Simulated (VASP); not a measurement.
## TiN: single point with PBEsol

The system is TiN.

```
CELL_PARAMETERS angstrom
0.00000 2.08429 2.08429
2.08429 0.00000 2.08429
2.08429 2.08429 0.00000
ATOMIC_POSITIONS crystal
Ti 0.00000 0.00000 0.00000
N 0.50000 0.50000 0.50000
```

```json
{
  "Program": "VASP 6.6.1",
  "Task": "single point",
  "Functional": "PBEsol",
  "Potentials or basis": "VASP PAW PBE potentials, release 64 (Ti_sv, N)",
  "Cutoff": "520 eV",
  "k mesh": "18 × 18 × 18",
  "Occupations": "gaussian, width 0.1 eV",
  "Spin": "no spin polarisation",
  "Dipole correction": "no",
  "Further INCAR settings": "ALGO = Normal; EDIFF = 1e-06; NBANDS = 16"
}
```

```yaml
Pressure: 8.5 GPa
```

Levels at points of the mesh, in eV from the Fermi level:
```
           k point  band 6  band 7  band 8  band 9  band 10  band 11  band 12  band 13
(0.00, 0.00, 0.00)   -2.08   -2.08   -2.08   -0.68    -0.68    -0.68     0.62     0.62
(0.50, 0.00, 0.00)   -8.44   -5.77   -5.77    1.86     1.86     2.59     6.21     6.21
(0.50, 0.50, 0.00)   -5.95   -3.35   -3.29   -3.29     1.79     2.63     2.63     4.06
```

Run time: 26 s on 1 thread of Intel(R) Xeon(R) 6975P-C (Granite Rapids), with other jobs on the host, peak memory 0.18 GiB.

Caveat: the PAW data sets were made with another functional, which shifts forces and pressure a little.
